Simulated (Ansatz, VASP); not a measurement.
Rh in VASP and in Ansatz

```xyz
4
Lattice="2.7296 0.0000 0.0000 -1.3648 2.3639 0.0000 0.0000 0.0000 8.9012" Properties=species:S:1:pos:R:3 pbc="T T T"
Rh   -1.3648    2.3639    0.0000
Rh   -1.3648    2.3639    4.4506
Rh    0.0000    1.5760    2.2253
Rh    1.3648    0.7880    6.6759
```

Alike in both runs: functional RPBE; k mesh 13 × 13 × 4; occupations fermi-dirac, width 0.1 eV; no spin polarisation.

Ansatz relaxed the structure, and its values are those at the end. VASP's run is a single point on that final structure, the one shown.

|  | VASP | Ansatz |
| --- | --- | --- |
| version | VASP 6.6.1 | Ansatz 0.2.0 |
| potentials or method | VASP PAW PBE potentials, release 64 (Rh_pv), cutoff 520 eV | plane waves (420 eV) with PAW, scalar-relativistic |
| valence electrons in the cell | 60 | 68 |

|  | VASP | Ansatz | Ansatz less VASP |
| --- | --- | --- | --- |
| pressure (GPa) | 0.1 | 0.0 | -0.16 |

VASP's potentials were made for PBE, not for RPBE. With one functional, cell and mesh, what is left measures potentials, basis and numerics. VASP's potentials hold 60 valence electrons a cell and Ansatz's 68, so a difference there can come from the potentials and not from the codes.
